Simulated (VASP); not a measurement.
# C (C2/m) in VASP: single point with LDA

Aim: the single point of C with LDA.

All numbers are computed with VASP 6.6.1; they aren't measurements. Logs are shortened: lines on timing, memory, paths and dates and some standing lists are left out, and cuts for length are marked.

### 1 The cell of the first run

The structure is monoclinic, space group C2/m (No. 12). The conventional cell has a = 4.368 Å, b = 2.522 Å, c = 12.547 Å, α = 90.00°, β = 100.02°, γ = 90.00°. Within 2.1 Å of C (site symmetry m) lie 4 C at 1.54 Å. Within 2.1 Å of C (site symmetry m) lie 4 C at 1.54 Å. Within 2.1 Å of C (site symmetry m) lie 4 C at 1.54 Å. Within 2.1 Å of C (site symmetry m) lie 4 C at 1.54 Å. Within 2.1 Å of C (site symmetry m) lie 4 C at 1.54 Å. Within 2.1 Å of C (site symmetry m) lie 5 C at 1.54 to 1.99 Å.

### 2 Single point, LDA (the part above a cut slid along it)

Input file INCAR:

```
  ALGO = Normal
  EDIFF = 1E-7
  ENCUT = 520
  ISIF = 2
  ISMEAR = 0
  ISYM = 0
  LASPH = T
  LCHARG = F
  LREAL = F
  LWAVE = F
  NBANDS = 36
  NELM = 80
  PREC = Accurate
  SIGMA = 0.05
```

Input file KPOINTS:

```
k-points
0
Gamma
  10 10 2
```

Input file POSCAR:

```
C
1.0
    1.7834000000     -1.7834000000      0.0000000000
    1.7834000000      0.0000000000     -1.7834000000
    8.0253000000      6.2419000000      7.1336000000
C
12
Direct
    0.5312333333      0.6666666667      0.2708666667
   -0.0521000000      0.0000000000      0.1042000000
    0.1145666667      0.3333333333      0.4375333333
    0.2812333333      0.6666666667      0.7708666667
    0.6979000000      1.0000000000      0.6042000000
   -0.1354333333      0.3333333333      0.9375333333
    0.4687333333      0.6666666667      0.3958666667
    0.8854000000      1.0000000000      0.2292000000
    0.0520666667      0.3333333333      0.5625333333
    0.2187333333      0.6666666667      0.8958666667
   -0.3646000000      0.0000000000      0.7292000000
    0.3020666667      0.3333333333      0.0625333333
```

Potentials or basis: VASP PAW LDA potentials, release 64 (C).

On the command line:

```
$ cat potpaw_LDA.64/C/POTCAR > POTCAR
$ mpirun -np 1 vasp_std > vasp.out
```

OUTCAR:

```text
EDIFF = 1E-7
   ENCUT = 520
   ISIF = 2
   ISMEAR = 0
   ISYM = 0
   LASPH = T
   LREAL = F
   NELM = 80
   PREC = Accurate

 ion  position               nearest neighbor table
   1  0.531  0.667  0.271-   7 1.54   8 1.54   8 1.54   8 1.54
   2  0.948  0.000  0.104-   8 1.54  12 1.54  12 1.54  12 1.54
   3  0.115  0.333  0.438-   7 1.54   7 1.54   7 1.54   9 1.54
   4  0.281  0.667  0.771-  10 1.54  11 1.54  11 1.54  11 1.54
   5  0.698  0.000  0.604-  11 1.54   9 1.54   9 1.54   9 1.54
   6  0.865  0.333  0.938-  10 1.54  10 1.54  10 1.54  12 1.99  12 1.99
   7  0.469  0.667  0.396-   3 1.54   3 1.54   3 1.54   1 1.54
   8  0.885  0.000  0.229-   2 1.54   1 1.54   1 1.54   1 1.54
   9  0.052  0.333  0.563-   3 1.54   5 1.54   5 1.54   5 1.54
  10  0.219  0.667  0.896-   6 1.54   6 1.54   6 1.54   4 1.54
  11  0.635  0.000  0.729-   5 1.54   4 1.54   4 1.54   4 1.54
  12  0.302  0.333  0.063-   2 1.54   2 1.54   2 1.54   6 1.99   6 1.99

IMPORTANT INFORMATION: All symmetrisations will be switched off!
NOSYMM: (Re-)initialisation of all symmetry stuff for point group C_1.

----------------------------------------------------------------------------------------

                                     Primitive cell

  volume of cell :      68.0656

  direct lattice vectors                    reciprocal lattice vectors
     1.783400000 -1.783400000  0.000000000     0.163545288 -0.397181414  0.163545288
     1.783400000  0.000000000 -1.783400000     0.186908901  0.186908901 -0.373817801
     8.025300000  6.241900000  7.133600000     0.046727225  0.046727225  0.046727225

  length of vectors
     2.522108467  2.522108467 12.419943827     0.459616360  0.457831435  0.080933928

  position of ions in fractional coordinates (direct lattice)
     0.531233333  0.666666667  0.270866667
     0.947900000  0.000000000  0.104200000
     0.114566667  0.333333333  0.437533333
     0.281233333  0.666666667  0.770866667
     0.697900000  0.000000000  0.604200000
     0.864566667  0.333333333  0.937533333
     0.468733333  0.666666667  0.395866667
     0.885400000  0.000000000  0.229200000
     0.052066667  0.333333333  0.562533333
     0.218733333  0.666666667  0.895866667
     0.635400000  0.000000000  0.729200000
     0.302066667  0.333333333  0.062533333

  ion indices of the primitive-cell ions
   primitive index   ion index
                 1           1
                 2           2
                 3           3
                 4           4
                 5           5
                 6           6
                 7           7
                 8           8
[... 110 lines left out ...]
   NUPDOWN=      -1.0000    fix difference up-down
   EMIN   =  10.00;   EMAX   =-10.00  energy-range for DOS
   EFERMI =   0.00;   METHOD = LEGACY
   ISMEAR =     0;   SIGMA  =   0.05  broadening in eV -4-tet -1-fermi 0-gaus
   EFERMI_NEDOS =   21; number of points for ismear=-14 and -15
   IALGO  =     38    algorithm
   IMIX   =      4    mixing-type and parameters
     AMIX     =   0.40;   BMIX     =  1.00
     AMIX_MAG =   1.60;   BMIX_MAG =  1.00
  volume/ion in A,a.u.               =       5.67        38.28
  Fermi-wavevector in a.u.,A,eV,Ry     =   1.457178  2.753668 28.890189  2.123369
  Thomas-Fermi vector in A             =   2.574010
   LORBIT       =      0    0 simple, 1 ext, 2 COOP (PROOUT), +10 PAW based schemes
   GGA     = CA    functional components
   LHFCALC =     F    Hartree Fock is set to
   AEXX    =    0.0000 exact exchange contribution
   IVDW    =     0    specifies the selected vdW correction
   LEPSILON=     F    determine dielectric tensor
   LRPA    =     F    only Hartree local field effects (RPA)
 non-spin polarized calculation
 Gauss-broadening in eV      SIGMA  =   0.05
  energy-cutoff  :      520.00
  volume of cell :       68.07
 maximum number of plane-waves:      1862
   NGX =  9   NGY =  9   NGZ = 45

 number of electron      47.9999995 magnetization

 Free energy of the ion-electron system (eV)
  ---------------------------------------------------
  ext. energy  EPLUGINS =         0.00000000
  ---------------------------------------------------
  free energy    TOTEN  =      -117.43793886 eV

  energy without entropy =     -117.43668245  energy(sigma->0) =     -117.43731065

 E-fermi :  10.2044     XC(G=0): -13.5306

 val. band max:       10.1810152021   @ k =   0.5000   0.3000   0.5000
 cond. band min:      10.2121720399   @ k =   0.5000   0.2000   0.5000
 fundamental gap:      0.0311568378
 Fermi energy:        10.2043960033

 k-point     1 :       0.0000    0.0000    0.0000
  band No.  band energies     occupation
      1     -11.5828      2.00000
      2     -10.8184      2.00000
      3     -10.8080      2.00000
      4      -8.6032      2.00000
      5      -8.5102      2.00000
      6      -5.7727      2.00000
[... 925 lines left out ...]
     35      20.4784      0.00000
     36      20.6503      0.00000

 [... further k-points ...]

------------------------ aborting loop because EDIFF is reached ----------------------------------------

  FORCE on cell =-STRESS in cart. coord.  units (eV):
  Direction    XX          YY          ZZ          XY          YZ          ZX
  --------------------------------------------------------------------------------------
  -------------------------------------------------------------------------------------
  Total       -7.1341333     -7.1270730      2.4779661      2.1314273      4.4962075      4.4829534
  in kB     -167.9284463   -167.7622548     58.3281779     50.1710932    105.8350189    105.5230339
  external PRESSURE =     -92.4541744 kB  Pullay stress =       0.0000000 kB

 VOLUME and BASIS-vectors are now :
 -----------------------------------------------------------------------------
  energy-cutoff  :      520.00
  volume of cell :       68.07
      direct lattice vectors                 reciprocal lattice vectors
     1.783400000 -1.783400000  0.000000000     0.163545288 -0.397181414  0.163545288
     1.783400000  0.000000000 -1.783400000     0.186908901  0.186908901 -0.373817801
     8.025300000  6.241900000  7.133600000     0.046727225  0.046727225  0.046727225

 POSITION                                       TOTAL-FORCE (eV/Angst)
 -----------------------------------------------------------------------------------
      4.31012      0.74332      0.74332        -0.070127     -0.069127     -0.020720
      2.52672     -1.04008      0.74332        -0.285733     -0.285269      0.993135
      4.31012      2.52672      2.52672        -0.041193     -0.040220     -0.037283
      7.87692      4.31012      4.31012        -0.145907     -0.144821     -0.592509
      6.09352      2.52672      4.31012        -0.045305     -0.044171     -0.064295
      9.66032      4.31012      6.09352        -1.788513     -1.789538     -2.049150
      5.20182      1.63502      1.63502         0.045263      0.044205      0.064328
      3.41842     -0.14838      1.63502         0.145902      0.144756      0.592561
      5.20182      3.41842      3.41842         0.041242      0.040254      0.037200
      8.76862      5.20182      5.20182         0.285692      0.285300     -0.993104
      6.98522      3.41842      5.20182         0.070121      0.069061      0.020772
      1.63502     -0.14838     -0.14838         1.788558      1.789569      2.049067
 -----------------------------------------------------------------------------------
    total drift:                                0.000040      0.000018      0.000031

  FREE ENERGIE OF THE ION-ELECTRON SYSTEM (eV)
  ---------------------------------------------------
  free  energy   TOTEN  =      -117.4379388562 eV

  energy  without entropy=     -117.4366824500  energy(sigma->0) =     -117.43731065
```

OSZICAR:

```text
N       E                     dE             d eps       ncg     rms          rms(c)
DAV:   1     0.107678362945E+03    0.10768E+03   -0.25401E+04  7488   0.130E+03
DAV:   2    -0.112933515396E+03   -0.22061E+03   -0.20904E+03  9564   0.252E+02
DAV:   3    -0.121812566789E+03   -0.88791E+01   -0.87996E+01  9932   0.461E+01
DAV:   4    -0.121932699089E+03   -0.12013E+00   -0.11983E+00  9904   0.566E+00
DAV:   5    -0.121935161142E+03   -0.24621E-02   -0.24592E-02  9656   0.752E-01    0.136E+01
DAV:   6    -0.118575579518E+03    0.33596E+01   -0.23964E+00  9004   0.749E+00    0.786E+00
DAV:   7    -0.117446279517E+03    0.11293E+01   -0.28022E+00  8960   0.785E+00    0.168E+00
DAV:   8    -0.117438183894E+03    0.80956E-02   -0.76138E-02  9828   0.231E+00    0.515E-01
DAV:   9    -0.117437894266E+03    0.28963E-03   -0.25374E-02  9764   0.975E-01    0.110E-01
DAV:  10    -0.117437945315E+03   -0.51048E-04   -0.22810E-03  9280   0.240E-01    0.455E-02
DAV:  11    -0.117437937134E+03    0.81806E-05   -0.58880E-05 10108   0.557E-02    0.196E-02
DAV:  12    -0.117437939446E+03   -0.23124E-05   -0.33084E-05  9892   0.348E-02    0.699E-03
DAV:  13    -0.117437938730E+03    0.71630E-06   -0.34621E-06 10184   0.180E-02    0.448E-03
DAV:  14    -0.117437938884E+03   -0.15397E-06   -0.16819E-06 10020   0.859E-03    0.128E-03
DAV:  15    -0.117437938856E+03    0.27915E-07   -0.26046E-07  8384   0.420E-03
   1 F= -.11743794E+03 E0= -.11743731E+03  d E =-.125641E-02
```

Run time: 4.3 min. Hardware: 1 thread of AMD EPYC 7R13, shared host; peak memory 0.27 GiB.

What came out:

```
Free energy            : -117.4379 eV
Pressure               : -9.2 GPa
Largest force          : 3.256 eV/Å
Band gap on the k mesh : zero (bands 24 and 25 overlap by 0.17 eV)
```

Forces on the atoms (eV/Å):
```
C   -0.070 -0.069 -0.021
C   -0.286 -0.285  0.993
C   -0.041 -0.040 -0.037
C   -0.146 -0.145 -0.593
C   -0.045 -0.044 -0.064
C   -1.789 -1.790 -2.049
C    0.045  0.044  0.064
C    0.146  0.145  0.593
C    0.041  0.040  0.037
C    0.286  0.285 -0.993
C    0.070  0.069  0.021
C    1.789  1.790  2.049
```

Caveat: the cell differs from its parent crystal (the part above a cut slid along it); the stress differs along the axes, from -17 to 6 GPa; forces of over 1 eV/Å act on the atoms, so gaps and moduli don't describe the material at rest.

The gap in the log of VASP goes by the Fermi energy; the results here count the filled bands.